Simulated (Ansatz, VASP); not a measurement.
# One calculation of Zr, two programs

The input INCAR:

```
PREC = Accurate
ENCUT = 500
EDIFF = 1E-6
ISMEAR = -1
SIGMA = 0.1
LREAL = F
LASPH = T
NELM = 120
ALGO = Normal
ISIF = 2
LWAVE = F
LCHARG = F
GGA = PE
NBANDS = 19
GGA_COMPAT = F
```

File KPOINTS:

```
regular mesh
0
Gamma
  14 14 14
```

POSCAR

```
Zr
1.0
   -2.0419259728      2.0419259728      1.1322567424
    2.0419259728     -2.0419259728      1.1322567424
    2.0419259728      2.0419259728     -1.1322567424
Zr
2
Direct
   -0.3750000000     -0.1250000000     -0.2500000000
    0.3750000000      0.1250000000      0.2500000000
```

Input for Ansatz:

```yaml
crystal:
  lattice:
    - [-2.0419259728, 2.0419259728, 1.1322567424]
    - [2.0419259728, -2.0419259728, 1.1322567424]
    - [2.0419259728, 2.0419259728, -1.1322567424]
  atoms:
    - { symbol: Zr, position: [-0.375, -0.125, -0.25] }
    - { symbol: Zr, position: [0.375, 0.125, 0.25] }
kpoints:
  mp_grid: { grid: [14, 14, 14] }
  band_path:
    path:
      - [0.0, 0.0, 0.0]
      - [0.0, 0.0, 0.5]
      - [-0.5, 0.5, 0.5]
      - [0.0, 0.0, 0.0]
      - [0.3268687561, 0.3268687561, -0.3268687561]
      - [-0.3268687561, 0.6731312439, 0.3268687561]
      - [-0.5, 0.5, 0.5]
      - [0.0, 0.0, 0.5]
      - [0.25, 0.25, 0.25]
    npoints: 8
scf:
  occupations: { method: fermi_dirac, width: 0.1 }
hamiltonian:
  xc: pbe
  pseudopotentials: { kind: all_electron, lapw: { basis_error: 0.001 } }
output:
  forces: true
  stress: true
  eigenvalues: true
  populations: true
  dos: { projected: true, de: 0.2, e_range: [-14, 8] }
```

Change from the starting cell: volume scaled by 0.4, LAPW.

Alike in both runs: task single point; functional PBE; k mesh 14 × 14 × 14; occupations fermi-dirac, width 0.1 eV; no spin polarisation.

|  | VASP | Ansatz |
| --- | --- | --- |
| version | VASP 6.6.1 | Ansatz 0.2.0 |
| potentials or method | VASP PAW PBE potentials, release 64 (Zr_sv), cutoff 500 eV | all-electron LAPW, scalar-relativistic |

Ansatz gave:

* pressure (GPa): 423.0
* traceless stress, the component that is largest in VASP (GPa): -0.18

Q: Estimate VASP's values.

A: Pressure (GPa): 429.3; traceless stress, the component that is largest in VASP (GPa): -1.09.

Both programs put the cell under a high pressure, so it lies far from rest at this level. Ansatz ran all-electron here, and VASP with PAW potentials.

Noted on VASP's run: the cell as given lies far from equilibrium.
